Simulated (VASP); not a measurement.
# Al2Cu (Fmmm) in VASP: a series of runs

Runs on Al2Cu. Level: LDA. Tasks: single point.

All numbers are computed with VASP 6.6.1; they aren't measurements. Logs are shortened: lines on timing, memory, paths and dates and some standing lists are left out, and cuts for length are marked.

## 1. The cell of the first run

Symmetry: Fmmm, No. 69, orthorhombic system. Conventional cell: a = 5.462 Å, b = 5.613 Å, c = 5.935 Å, α = 90.00°, β = 90.00°, γ = 90.00°. Within 3.2 Å of Al (site symmetry 222) lie 4 Cu at 2.46 Å and 6 Al at 2.73 to 2.97 Å. Within 3.2 Å of Cu (site symmetry mmm) lie 8 Al at 2.46 Å.

## 2. Single point, LDA

Contents of INCAR:

```
PREC = Accurate ; ENCUT = 520
EDIFF = 1E-6 ; ISMEAR = 0
SIGMA = 0.15 ; LREAL = False
LASPH = True ; NELM = 60
ALGO = Fast ; ISIF = 2
LWAVE = False ; LCHARG = False
NBANDS = 16
```

Contents of KPOINTS:

```
regular mesh
0
Gamma
  14 14 14
```

Contents of POSCAR:

```
Al2Cu
1.0
   -1.9311982010      1.9311982010      2.9675063584
    1.9311982010     -1.9311982010      2.9675063584
    1.9845224052      1.9845224052     -2.9675063584
Al Cu
2 1
Direct
    0.7500000000      0.2500000000      0.5000000000
    0.2500000000      0.7500000000      0.5000000000
    0.5000000000      0.5000000000      0.0000000000
```

Potentials or basis: VASP PAW LDA potentials, release 64 (Al, Cu).

Started as:

```console
$ cat potpaw_LDA.64/Al/POTCAR potpaw_LDA.64/Cu/POTCAR > POTCAR
$ mpirun -np 1 vasp_std > vasp.out
```

OUTCAR:

```text
PREC = Accurate
   ENCUT = 520
   EDIFF = 1E-6
   ISMEAR = 0
   LREAL = False
   LASPH = True
   NELM = 60
   ISIF = 2

 ion  position               nearest neighbor table
   1  0.750  0.250  0.500-   3 2.46   3 2.46   3 2.46   3 2.46   2 2.73   2 2.73   2 2.81   2 2.81
                             2 2.97   2 2.97
   2  0.250  0.750  0.500-   3 2.46   3 2.46   3 2.46   3 2.46   1 2.73   1 2.73   1 2.81   1 2.81
                             1 2.97   1 2.97
   3  0.500  0.500  0.000-   2 2.46   1 2.46   1 2.46   2 2.46   1 2.46   2 2.46   2 2.46   1 2.46

  LATTYP: Found a face centered orthorhombic cell.
 ALAT       =     5.4622533750
 B/A-ratio  =     1.0276119790
 C/A-ratio  =     1.0865502402

  Lattice vectors:

 A1 = (   1.9845224052,   1.9845224052,   2.9675063584)
 A2 = (   1.9311982010,  -1.9311982010,   2.9675063584)
 A3 = (   3.9157206062,   0.0533242042,   0.0000000000)

Analysis of symmetry for initial positions (statically):
=====================================================================
 Subroutine PRICEL returns:
 Original cell was already a primitive cell.

 Routine SETGRP: Setting up the symmetry group for a
 face centered orthorhombic supercell.

 Subroutine GETGRP returns: Found  8 space group operations
 (whereof  8 operations were pure point group operations)
 out of a pool of  8 trial point group operations.

The static configuration has the point symmetry D_2h.

Analysis of symmetry for dynamics (positions and initial velocities):
=====================================================================
 Subroutine PRICEL returns:
 Original cell was already a primitive cell.

 Routine SETGRP: Setting up the symmetry group for a
 face centered orthorhombic supercell.

 Subroutine GETGRP returns: Found  8 space group operations
 (whereof  8 operations were pure point group operations)
 out of a pool of  8 trial point group operations.

The dynamic configuration has the point symmetry D_2h.

 Subroutine INISYM returns: Found  8 space group operations
 (whereof  8 operations are pure point group operations),
 and found     1 'primitive' translations

----------------------------------------------------------------------------------------

                                     Primitive cell

  volume of cell :      45.4919

  direct lattice vectors                    reciprocal lattice vectors
    -1.931198201  1.931198201  2.967506358    -0.003478416  0.255428205  0.168491636
     1.931198201 -1.931198201  2.967506358     0.255428205 -0.003478416  0.168491636
     1.984522405  1.984522405 -2.967506358     0.251949788  0.251949788  0.000000000

  length of vectors
     4.033007187  4.033007187  4.084452514     0.306014866  0.306014866  0.356310808

  position of ions in fractional coordinates (direct lattice)
     0.750000000  0.250000000  0.500000000
     0.250000000  0.750000000  0.500000000
     0.500000000  0.500000000  0.000000000

  ion indices of the primitive-cell ions
   primitive index   ion index
                 1           1
                 2           2
                 3           3

----------------------------------------------------------------------------------------

 KPOINTS: regular mesh

Automatic generation of k-mesh.
 Grid dimensions read from file:
 generate k-points for:   14   14   14

 Generating k-lattice:

  Cartesian coordinates                     Fractional coordinates (reciprocal lattice)
    -0.000248458  0.018244872  0.012035117     0.071428571 -0.000000000  0.000000000
     0.018244872 -0.000248458  0.012035117    -0.000000000  0.071428571  0.000000000
     0.017996413  0.017996413  0.000000000     0.000000000  0.000000000  0.071428571

  Length of vectors
     0.021858205  0.021858205  0.025450772

  Shift w.r.t. Gamma in fractional coordinates (k-lattice)
     0.000000000  0.000000000  0.000000000

 Subroutine IBZKPT returns following result:
 ===========================================

 Found    428 irreducible k-points:

 Following reciprocal coordinates:
            Coordinates               Weight
  0.000000  0.000000  0.000000      1.000000
  0.071429  0.000000  0.000000      8.000000
  0.142857  0.000000  0.000000      8.000000
  0.214286  0.000000  0.000000      8.000000
  0.285714  0.000000  0.000000      8.000000
  0.357143 -0.000000  0.000000      8.000000
[... 16 lines left out ...]
  0.214286  0.142857  0.000000      8.000000
  0.285714  0.142857  0.000000      8.000000
 [... further k-points ...]
   k-points           NKPTS =    428   k-points in BZ     NKDIM =    428   number of bands    NBANDS=     16
   number of dos      NEDOS =    301   number of ions     NIONS =      3
   total plane-waves  NPLWV =  27000
   dimension x,y,z NGX =    30 NGY =   30 NGZ =   30
   dimension x,y,z NGXF=    60 NGYF=   60 NGZF=   60
   ions per type =               2   1
   NGX,Y,Z   is equivalent  to a cutoff of  12.37, 12.37, 12.21 a.u.
   NGXF,Y,Z  is equivalent  to a cutoff of  24.73, 24.73, 24.42 a.u.
 SYSTEM =  unknown system
   PREC   = accura    normal or accurate (medium, high low for compatibility)
   ISTART =      0    job   : 0-new  1-cont  2-samecut
   ICHARG =      2    charge: 1-file 2-atom 10-const
   ISPIN  =      1    spin polarized calculation?
   LNONCOLLINEAR =      F non collinear calculations
   LSORBIT =      F    spin-orbit coupling
   LASPH  =      T    aspherical Exc in radial PAW
   ENCUT  =  520.0 eV  38.22 Ry    6.18 a.u.   7.50  7.50  7.59*2*pi/ulx,y,z
   NELM   =     60;   NELMIN=  2; NELMDL= -5     # of ELM steps
   EDIFF  = 0.1E-05   stopping-criterion for ELM
   LREAL  =      F    real-space projection
   EDIFFG = 0.1E-04   stopping-criterion for IOM
   NSW    =      0    number of steps for IOM
   IBRION =     -1    ionic relax: 0-MD 1-quasi-New 2-CG
   NFREE  =      0    steps in history (QN), initial steepest desc. (CG)
   ISIF   =      2    stress and relaxation
   ISYM   =      2    0-nonsym 1-usesym 2-fastsym
   POTIM  = 0.5000    time-step for ionic-motion
   TEBEG  =    0.0;   TEEND  =   0.0 temperature during run
   PSTRESS=    0.0 pullay stress
   NELECT =      17.0000    total number of electrons
   NUPDOWN=      -1.0000    fix difference up-down
   EMIN   =  10.00;   EMAX   =-10.00  energy-range for DOS
   EFERMI =   0.00;   METHOD = LEGACY
   ISMEAR =     0;   SIGMA  =   0.15  broadening in eV -4-tet -1-fermi 0-gaus
   EFERMI_NEDOS =   21; number of points for ismear=-14 and -15
   IALGO  =     68    algorithm
   IMIX   =      4    mixing-type and parameters
     AMIX     =   0.40;   BMIX     =  1.00
     AMIX_MAG =   1.60;   BMIX_MAG =  1.00
  volume/ion in A,a.u.               =      15.16       102.33
  Fermi-wavevector in a.u.,A,eV,Ry     =   1.179179  2.228325 18.918391  1.390462
  Thomas-Fermi vector in A             =   2.315494
   LORBIT       =      0    0 simple, 1 ext, 2 COOP (PROOUT), +10 PAW based schemes
   GGA     = CA    functional components
   LHFCALC =     F    Hartree Fock is set to
   AEXX    =    0.0000 exact exchange contribution
   IVDW    =     0    specifies the selected vdW correction
   LEPSILON=     F    determine dielectric tensor
   LRPA    =     F    only Hartree local field effects (RPA)
 non-spin polarized calculation
 RMM-DIIS sequential band-by-band and
 Gauss-broadening in eV      SIGMA  =   0.15
  energy-cutoff  :      520.00
  volume of cell :       45.49
 maximum number of plane-waves:      1245
 NGX is ok and might be reduce to    30

 number of electron      17.0000014 magnetization

 Free energy of the ion-electron system (eV)
  ---------------------------------------------------
  ext. energy  EPLUGINS =         0.00000000
  ---------------------------------------------------
  free energy    TOTEN  =       -13.65426918 eV

  energy without entropy =      -13.64432156  energy(sigma->0) =      -13.64929537

 E-fermi :   7.3126     XC(G=0): -10.8666

 val. band max:        7.3012217926   @ k =   0.5000   0.0714   0.0000
 cond. band min:       7.3156035551   @ k =   0.1429   0.0000   0.0000
 fundamental gap:      0.0143817625
 Fermi energy:         7.3126160533

 k-point     1 :       0.0000    0.0000    0.0000
  band No.  band energies     occupation
      1      -3.1811      2.00000
      2       2.4743      2.00000
      3       2.5046      2.00000
      4       2.5564      2.00000
      5       3.0297      2.00000
      6       3.1557      2.00000
[... 8 lines left out ...]
     15      14.2783      0.00000
     16      14.7648      0.00000

 k-point     2 :       0.0714    0.0000    0.0000
  band No.  band energies     occupation
      1      -3.1105      2.00000
      2       2.4662      2.00000
      3       2.5080      2.00000
      4       2.5607      2.00000
      5       3.0281      2.00000
      6       3.1517      2.00000
[... 8 lines left out ...]
     15      14.0290      0.00000
     16      14.5247      0.00000

 k-point     3 :       0.1429    0.0000    0.0000
  band No.  band energies     occupation
      1      -2.8994      2.00000
      2       2.4094      2.00000
      3       2.5355      2.00000
      4       2.5817      2.00000
      5       3.0267      2.00000
      6       3.1420      2.00000
[... 8 lines left out ...]
     15      13.6997      0.00000
     16      14.2385      0.00000

 k-point     4 :       0.2143    0.0000    0.0000
  band No.  band energies     occupation
      1      -2.5509      2.00000
      2       2.2934      2.00000
      3       2.5791      2.00000
      4       2.6110      2.00000
      5       3.0351      2.00000
      6       3.1324      2.00000
[... 8 lines left out ...]
     15      13.7380      0.00000
     16      14.8349      0.00000

 k-point     5 :       0.2857    0.0000    0.0000
  band No.  band energies     occupation
      1      -2.0710      2.00000
      2       2.0918      2.00000
      3       2.6228      2.00000
      4       2.6325      2.00000
      5       3.0619      2.00000
      6       3.1304      2.00000
[... 8 lines left out ...]
     15      14.4096      0.00000
     16      15.9290      0.00000

 k-point     6 :       0.3571   -0.0000    0.0000
  band No.  band energies     occupation
      1      -1.4733      2.00000
      2       1.7156      2.00000
      3       2.6376      2.00000
      4       2.6563      2.00000
      5       3.1011      2.00000
      6       3.1387      2.00000
[... 8 lines left out ...]
     15      15.5600      0.00000
     16      17.0966      0.00000

 k-point     7 :       0.4286    0.0000    0.0000
  band No.  band energies     occupation
      1      -0.7997      2.00000
      2       1.1040      2.00000
      3       2.6338      2.00000
      4       2.6731      2.00000
      5       3.1153      2.00000
      6       3.1522      2.00000
[... 8 lines left out ...]
     15      16.7903      0.00000
     16      18.3280      0.00000

 k-point     8 :       0.5000    0.0000    0.0000
  band No.  band energies     occupation
      1      -0.3358      2.00000
      2       0.6318      2.00000
      3       2.6306      2.00000
      4       2.6777      2.00000
      5       3.0789      2.00000
      6       3.1602      2.00000
[... 8 lines left out ...]
     15      17.6598      0.00000
     16      18.5386      0.00000

 k-point     9 :       0.0714    0.0714    0.0000
  band No.  band energies     occupation
      1      -2.9999      2.00000
      2       2.4740      2.00000
      3       2.4990      2.00000
      4       2.5694      2.00000
      5       3.0148      2.00000
      6       3.1528      2.00000
[... 8 lines left out ...]
     15      13.3537      0.00000
     16      15.6086      0.00000
[... 172 lines left out ...]
 k-point    19 :      -0.2143    0.0714    0.0000
  band No.  band energies     occupation
      1      -2.5992      2.00000
      2       2.2956      2.00000
      3       2.5725      2.00000
      4       2.6196      2.00000
      5       3.0520      2.00000
      6       3.1160      2.00000
[... 8 lines left out ...]
     15      14.0665      0.00000
     16      14.9475      0.00000

 k-point    20 :      -0.1429    0.0714    0.0000
  band No.  band energies     occupation
      1      -2.9089      2.00000
      2       2.3920      2.00000
      3       2.5358      2.00000
      4       2.5909      2.00000
      5       3.0434      2.00000
      6       3.1289      2.00000
[... 8 lines left out ...]
     15      13.6107      0.00000
     16      14.3671      0.00000

 k-point    21 :      -0.0714    0.0714    0.0000
  band No.  band energies     occupation
      1      -3.0801      2.00000
      2       2.4417      2.00000
      3       2.5155      2.00000
      4       2.5709      2.00000
      5       3.0374      2.00000
      6       3.1431      2.00000
[... 8 lines left out ...]
     15      13.5350      0.00000
     16      14.8756      0.00000

 k-point    22 :       0.1429    0.1429    0.0000
  band No.  band energies     occupation
      1      -2.4616      2.00000
      2       2.3521      2.00000
      3       2.5433      2.00000
      4       2.6438      2.00000
      5       2.9835      2.00000
      6       3.1512      2.00000
[... 8 lines left out ...]
     15      15.7256      0.00000
     16      16.6516      0.00000

 k-point    23 :       0.2143    0.1429    0.0000
  band No.  band energies     occupation
      1      -2.0400      2.00000
      2       2.2397      2.00000
      3       2.5620      2.00000
      4       2.6903      2.00000
      5       2.9798      2.00000
      6       3.1507      2.00000
[... 8 lines left out ...]
     15      15.9600      0.00000
     16      17.3096      0.00000

 k-point    24 :       0.2857    0.1429    0.0000
  band No.  band energies     occupation
      1      -1.4945      2.00000
      2       2.0151      2.00000
      3       2.5812      2.00000
      4       2.7177      2.00000
      5       3.0078      2.00000
      6       3.1400      2.00000
[... 8 lines left out ...]
     15      15.4702      0.00000
     16      18.0147      0.00000

 [... further k-points ...]
[... 5 lines left out ...]
  --------------------------------------------------------------------------------------
  -------------------------------------------------------------------------------------
  Total        0.8752245      0.8752245     -1.0634870     -0.5272992      0.0000000      0.0000000
  in kB       30.8244637     30.8244637    -37.4548687    -18.5709093      0.0000000      0.0000000
  external PRESSURE =       8.0646862 kB  Pullay stress =       0.0000000 kB

 VOLUME and BASIS-vectors are now :
 -----------------------------------------------------------------------------
  energy-cutoff  :      520.00
  volume of cell :       45.49
      direct lattice vectors                 reciprocal lattice vectors
    -1.931198201  1.931198201  2.967506358    -0.003478416  0.255428205  0.168491636
     1.931198201 -1.931198201  2.967506358     0.255428205 -0.003478416  0.168491636
     1.984522405  1.984522405 -2.967506358     0.251949788  0.251949788  0.000000000

 POSITION                                       TOTAL-FORCE (eV/Angst)
 -----------------------------------------------------------------------------------
      0.02666      1.95786      1.48375         0.000000     -0.000000     -0.000000
      1.95786      0.02666      1.48375        -0.000000      0.000000      0.000000
      0.00000      0.00000      2.96751        -0.000000     -0.000000      0.000000
 -----------------------------------------------------------------------------------
    total drift:                                0.000000     -0.000000      0.000000

  FREE ENERGIE OF THE ION-ELECTRON SYSTEM (eV)
  ---------------------------------------------------
  free  energy   TOTEN  =       -13.6542691802 eV

  energy  without entropy=      -13.6443215623  energy(sigma->0) =      -13.64929537
```

Wall time 4.9 min (1 thread of Intel Xeon Platinum 8488C (Sapphire Rapids), shared host); peak memory 0.39 GiB.

What came out:

```yaml
Free_energy: -13.6543 eV
Pressure: 0.8 GPa
Band_gap_on_the_k_mesh: zero (an odd number of electrons rules out a gap without spin polarisation)
```

Stress tensor (GPa, compression positive):
```
 3.08 -1.86  0.00
-1.86  3.08  0.00
 0.00  0.00 -3.75
```

Caveat: the cell differs from its parent crystal (strain +e along x and -e along y -0.0133, strain +e along z and -e/2 along x and y +0.0467).

## 3. Single point, LDA

This run uses another cell than the first one, of the same volume but with other edges.

Contents of INCAR:

```
ALGO     = Fast           # electronic algorithm
EDIFF    = 1E-6           # SCF threshold, eV
ENCUT    = 520            # plane-wave cutoff, eV
ISIF     = 2              # what is computed and relaxed
ISMEAR   = 0              # smearing method
LASPH    = True           # aspherical terms in the spheres
LCHARG   = False          # write CHGCAR
LREAL    = False          # projectors in reciprocal space
LWAVE    = False          # write WAVECAR
NBANDS   = 16             # bands
NELM     = 60             # most SCF steps
PREC     = Accurate       # precision mode
SIGMA    = 0.15           # smearing width, eV
```

Contents of KPOINTS:

```
k-points
0
Gamma
  14 14 14
```

Contents of POSCAR:

```
Al2Cu
1.0
   -1.9979536897      1.9979536897      2.7027073770
    1.9979536897     -1.9979536897      2.7027073770
    2.1050030321      2.1050030321     -2.7027073770
Al Cu
2 1
Direct
    0.7500000000      0.2500000000      0.5000000000
    0.2500000000      0.7500000000      0.5000000000
    0.5000000000      0.5000000000      0.0000000000
```

Potentials or basis: VASP PAW LDA potentials, release 64 (Al, Cu).

Started as:

```console
$ cat potpaw_LDA.64/Al/POTCAR potpaw_LDA.64/Cu/POTCAR > POTCAR
$ mpirun -np 1 vasp_std > vasp.out
```

It took 5 min on 1 thread of Intel Xeon Platinum 8488C (Sapphire Rapids), shared host; peak memory 0.39 GiB.

It converged, with:

```yaml
Free_energy: -13.6352 eV
Pressure: 1.0 GPa
Band_gap_on_the_k_mesh: zero (an odd number of electrons rules out a gap without spin polarisation)
```

Stress tensor (GPa, compression positive):
```
-1.83 -2.13  0.00
-2.13 -1.83  0.00
 0.00  0.00  6.54
```

Levels at points of the mesh, in eV from the Fermi level:
```
           k point  band 7  band 8  band 9  band 10  band 11  band 12
(0.00, 0.00, 0.00)    2.53    2.54    3.00     3.05     3.29     3.64
(0.50, 0.00, 0.00)   -4.07    0.22    0.97     2.51     3.11     4.46
(0.50, 0.50, 0.00)   -3.83   -2.38   -1.67     0.45     1.56     8.90
(0.00, 0.00, 0.50)   -3.99   -1.86   -1.52     1.09     1.83     9.09
(0.50, 0.50, 0.50)   -3.73   -2.53   -2.15    -0.11     1.25     9.16
```

Caveat: the cell differs from its parent crystal (strain +e along x and -e along y -0.0267, strain +e along z and -e/2 along x and y -0.0467).

[end of part 1 of 2]
